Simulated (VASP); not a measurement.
Runs of VASP 6.6.1 on WS2. The structure is that of space group P6_3/mmc (No. 194), or close to it. The cells are those of the table. 

| cell | smearing | gap on the mesh (eV) | pressure (GPa) | largest force (eV/Å) |
| --- | --- | --- | --- | --- |
| a = 3.052, b = 3.052, c = 11.851 Å, angles 90.0, 90.0, 120.0°, 6 atoms | gaussian 0.02 eV | 0.70 | 4.9 | 0.02 |
| a = 3.083, b = 3.083, c = 11.813 Å, angles 90.0, 90.0, 120.0°, 6 atoms | gaussian 0.02 eV | 0.69 | 2.4 | 0.02 |
| a = 3.100, b = 3.100, c = 11.591 Å, angles 90.0, 90.0, 120.0°, 6 atoms | gaussian 0.02 eV | 0.57 | 2.2 | 0.02 |
| a = 2.994, b = 2.994, c = 10.900 Å, angles 90.0, 90.0, 120.0°, 6 atoms | gaussian 0.01 eV | none | (b) | 0.01 |
| a = 3.079, b = 3.079, c = 11.401 Å, angles 90.0, 90.0, 120.0°, 6 atoms | gaussian 0.02 eV | (a) | 5.2 | 0.02 |

Alike in all rows: task single point; level PBEsol+D3(BJ); potentials or basis VASP PAW PBE potentials, release 64 (W_sv, S); no spin polarisation; k mesh 12 × 12 × 4; cutoff (eV) 520.

Task: Estimate the missing entries.

Result: (a) 0.44; (b) 20.4.

Caveats: the PAW data sets were made with another functional, which shifts forces and pressure a little; spin-orbit coupling is left out, which moves the levels of the heavy elements; pairwise dispersion overbinds metals, which lowers pressure and volume (some runs).

A k mesh can miss the band edges, and the runs leave out spin-orbit coupling on W.

A gap of «none» marks levels without a gap at the run's occupations.
